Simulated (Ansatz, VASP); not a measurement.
This is a calculation of HfB2 for VASP 6.6.1.

File INCAR:

```
SYSTEM = HfB2
  PREC = Accurate
  ENCUT = 500
  EDIFF = 1E-7
  ISMEAR = 0
  SIGMA = 0.1
  LREAL = .FALSE.
  LASPH = .TRUE.
  NELM = 120
  ALGO = Normal
  ISIF = 3
  LWAVE = .FALSE.
  LCHARG = .FALSE.
  GGA = PS
  IVDW = 13
  IBRION = 2
  NSW = 60
  EDIFFG = -0.01
  GGA_COMPAT = .FALSE.
  NELMIN = 4
```

The input KPOINTS:

```
Automatic mesh
0
G
  10 10 8
  0 0 0
```

The input POSCAR:

```
HfB2
1.0
    3.1400000000      0.0000000000      0.0000000000
   -1.5700000000      2.7193197679      0.0000000000
    0.0000000000      0.0000000000      3.4800000000
Hf B
1 2
Direct
    0.0132700000      0.0072640000      0.0106540000
    0.6844150000      0.3654370000      0.5039440000
    0.3418620000      0.6743430000      0.5051640000
```

Potentials or basis: VASP PAW PBE potentials, release 64 (Hf_pv, B).

Run with:

```bash
$ cat potpaw_PBE.64/Hf_pv/POTCAR potpaw_PBE.64/B/POTCAR > POTCAR
$ mpirun -np 1 vasp_std > vasp.out
```

Problem. Translate it to Ansatz 0.2.0. Potentials there: Ansatz PAW.

Solution. As run (the cutoff follows the program's own potentials):

input.yaml

```yaml
crystal:
  lattice:
    - [3.14, 0.0, 0.0]
    - [-1.57, 2.7193197679, 0.0]
    - [0.0, 0.0, 3.48]
  atoms:
    - { symbol: Hf, position: [0.01327, 0.007264, 0.010654] }
    - { symbol: B, position: [0.684415, 0.365437, 0.503944] }
    - { symbol: B, position: [0.341862, 0.674343, 0.505164] }
hamiltonian:
  xc: pbesol
  pseudopotentials: { kind: paw }
  dispersion: d4
kpoints:
  mp_grid: { grid: [10, 10, 8] }
scf:
  occupations: { method: gaussian, width: 0.1 }
output:
  forces: true
  stress: true
  eigenvalues: true
relax:
  f_tol: 0.01
  max_steps: 40
  cell: { stress_tol: 0.05 }
```

Potentials or basis: Ansatz PAW.

Run with:

```sh
$ ansatz run input.yaml --threads 1 --pin off --max-ram 3584MiB --backend cpu --events-out ev --progress --plain --runs-dir out
```

Both were run:

|  | VASP | Ansatz | Ansatz less VASP |
| --- | --- | --- | --- |
| gap on the k mesh at the Fermi level, each at its own relaxed structure (eV) | none | none | - |
| relaxed volume (Å³/atom) | 9.61 | 9.61 | -0.003 |
| relaxed cell length with the largest relative difference (Å) | 3.430 | 3.427 | -0.0025 |

VASP's potentials were made for PBE, not for PBEsol. A gap of «none» marks a metal or a gap that the smearing closes. VASP's potentials hold 16 valence electrons a cell and Ansatz's 32, so a difference there can come from the potentials and not from the codes.

Neither program's run includes spin-orbit coupling. Noted on Ansatz's run: the plane-wave basis is chosen anew once the cell has moved, so the energies of steps on either side of that aren't comparable.
